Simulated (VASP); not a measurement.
Set up this calculation in VASP 6.6.1, as the native input.

```
Task                   : relaxation of cell and atoms
Functional             : LDA
Potentials or basis    : VASP PAW LDA potentials, release 64 (Ir)
Cutoff                 : 500 eV
k mesh                 : 5 × 5 × 5
Occupations            : fermi-dirac, width 0.15 eV
Spin                   : no spin polarisation
Dipole correction      : no
Further INCAR settings : ALGO = Normal; EDIFF = 1e-07; IBRION = 2; EDIFFG = -0.1; NSW = 60; ISIF = 3
```

The structure of Ir lies in POSCAR:

```
Ir
1.0
    0.0000000000      1.9156000000      1.9156000000
    1.9156000000      0.0000000000      1.9156000000
    1.9156000000      1.9156000000      0.0000000000
Ir
1
Direct
    0.0000000000      0.0000000000      0.0000000000
```

These files were run (other wordings do the same):

INCAR

```
SYSTEM = Ir
PREC = Accurate
ENCUT = 500
EDIFF = 1E-7
ISMEAR = -1
SIGMA = 0.15
LREAL = .False.
LASPH = .True.
NELM = 120
ALGO = Normal
ISIF = 3
LWAVE = .False.
LCHARG = .False.
GGA = CA
IBRION = 2
NSW = 60
EDIFFG = -0.1
GGA_COMPAT = .False.
NELMIN = 4
```

KPOINTS

```
regular mesh
0
Gamma
  5 5 5
  0 0 0
```

Potentials or basis: VASP PAW LDA potentials, release 64 (Ir).

Launch:

```console
$ cat potpaw_LDA.64/Ir/POTCAR > POTCAR
$ mpirun -np 1 vasp_std > vasp.out
```

It gave:

```yaml
Relaxed_volume: 14.12 Å³/atom
Relaxed_cell: a = 2.713 Å, b = 2.713 Å, c = 2.713 Å, α = 60.00°, β = 60.00°, γ = 60.00°
Space_group_after_relaxing_to_0.05_Å: Fm-3m (No. 225)
Energy_gained_by_relaxing: 0.3 meV/atom
Ionic_steps: 3
Pressure_after_relaxing: 0.0 GPa
```

Caveat: the k points lie up to 0.57 Å⁻¹ apart in the final cell.

Wall time 4.2 s on 1 thread of Intel Xeon 6975P-C, on a shared host, peak memory 0.13 GiB.
